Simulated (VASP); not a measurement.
Set up this calculation in VASP 6.6.1, as the native input.

```
Task                   : relaxation of cell and atoms
Functional             : PBE
Potentials or basis    : VASP PAW PBE potentials, release 64 (Ga_d, Ir)
Cutoff                 : 600 eV
k mesh                 : 6 × 6 × 6
Occupations            : gaussian, width 0.1 eV
Spin                   : no spin polarisation
Dipole correction      : no
Further INCAR settings : ALGO = Fast; EDIFF = 1e-06; IBRION = 2; EDIFFG = -0.04; NSW = 90; ISIF = 3
```

The structure of GaIr2 lies in POSCAR:

```
GaIr2
1.0
    0.0000000000      2.8346415700      2.8346415700
    2.8346415700      0.0000000000      2.8346415700
    2.8346415700      2.8346415700      0.0000000000
Ga Ir
1 2
Direct
    0.5000000000      0.5000000000      0.5000000000
    0.2500000000      0.2500000000      0.2500000000
    0.7500000000      0.7500000000      0.7500000000
```

The cell was built from a structure type or drawn by symmetry, and may not be a known phase.

These files were run (other wordings do the same):

INCAR

```
ALGO     = Fast           # electronic algorithm
EDIFF    = 1E-6           # SCF threshold, eV
EDIFFG   = -0.04          # ionic threshold
ENCUT    = 600            # plane-wave cutoff, eV
GGA      = PE             # functional
IBRION   = 2              # ionic algorithm
ISIF     = 3              # what is computed and relaxed
ISMEAR   = 0              # smearing method
LASPH    = True           # aspherical terms in the spheres
LCHARG   = False          # write CHGCAR
LREAL    = False          # projectors in reciprocal space
LWAVE    = False          # write WAVECAR
NELM     = 80             # most SCF steps
NSW      = 90             # ionic steps
PREC     = Accurate       # precision mode
SIGMA    = 0.1            # smearing width, eV
```

KPOINTS

```
k-points
0
Gamma
  6 6 6
```

Potentials or basis: VASP PAW PBE potentials, release 64 (Ga_d, Ir).

Run with:

```sh
$ cat potpaw_PBE.64/Ga_d/POTCAR potpaw_PBE.64/Ir/POTCAR > POTCAR
$ mpirun -np 1 vasp_std > vasp.out
```

Results of the run:

The relaxed volume is 16.37 Å³/atom, the relaxed cell is a = 4.110 Å, b = 4.110 Å, c = 4.110 Å, α = 60.00°, β = 60.00°, γ = 60.00° and the space group after relaxing (to 0.1 Å) is Fm-3m (No. 225). The energy gained by relaxing is 61.3 meV/atom and the ionic steps are 4. The pressure after relaxing is 0.0 GPa and the band gap on the k mesh is zero (an odd number of electrons rules out a gap without spin polarisation).

Caveat: spin-orbit coupling is left out, which moves the levels of the heavy elements.

Wall time 36 s on 1 thread of Intel(R) Xeon(R) 6975P-C (Granite Rapids), on a shared host, peak memory 0.2 GiB.
